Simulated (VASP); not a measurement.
ZnS:

```
Zn S
1.0
     0.00000    2.67813    2.67813
     2.67813    0.00000    2.67813
     2.67813    2.67813    0.00000
Zn S
1 1
Direct
  0.00000 0.00000 0.00000
  0.25000 0.25000 0.25000
```

Base run:

```yaml
Program: VASP 6.6.1
Functional: PBEsol
Potentials_or_basis: VASP PAW PBE potentials, release 64 (Zn, S)
Cutoff: 520 eV
k_mesh: 8 × 8 × 8
Occupations: fermi-dirac, width 0.05 eV
Spin: no spin polarisation
```

Its results: band gap on the k mesh 2.09 eV; pressure 0.2 GPa.

Problem. The run is repeated on the same cell with these changes: functional from PBEsol to r2SCAN; further incar settings from ALGO = Normal; EDIFF = 1e-06; NBANDS = 16 to ALGO = Normal; EDIFF = 1e-07; NBANDS = 16. What comes out?

Solution. Band gap on the k mesh 2.80 eV; pressure 1.5 GPa.

Caveats: the PAW data sets were made with another functional, which shifts forces and pressure a little.

